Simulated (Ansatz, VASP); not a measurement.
In4Ru: VASP beside Ansatz

```
In Ru
1.0
     3.59584    0.00000    0.00000
     0.00000    3.59584    0.00000
     0.00000    0.00000   12.40081
In Ru
4 1
Direct
  0.00000 0.00000 0.50000
  0.00000 0.00000 0.76116
  0.00000 0.00000 0.23884
  0.00000 0.00000 0.00000
  0.50000 0.50000 0.00000
```

Alike in both runs: functional PBE; k mesh 4 × 4 × 2; occupations gaussian, width 0.2 eV; no spin polarisation.

Ansatz relaxed the structure, and its values are those at the end. VASP's run is a single point on that final structure, the one shown.

```csv
,VASP,Ansatz
version,VASP 6.6.1,Ansatz 0.2.0
potentials or method,"VASP PAW PBE potentials, release 64 (In_d, Ru_pv), cutoff 520 eV","scalar-relativistic, plane waves, PAW"
valence electrons in the cell,66,68
```

|  | VASP | Ansatz | Ansatz less VASP |
| --- | --- | --- | --- |
| gap on the k mesh at the Fermi level (eV) | none | none | - |
| pressure (GPa) | 0.0 | 0.0 | 0.00 |

A gap of «none» marks a metal or a gap that the smearing closes. The functional is the same, so the differences come from potentials, cutoffs and numerics. VASP's potentials hold 66 valence electrons a cell and Ansatz's 68, so a difference there can come from the potentials and not from the codes.

The k mesh is coarse, so the values compare programs but aren't converged.
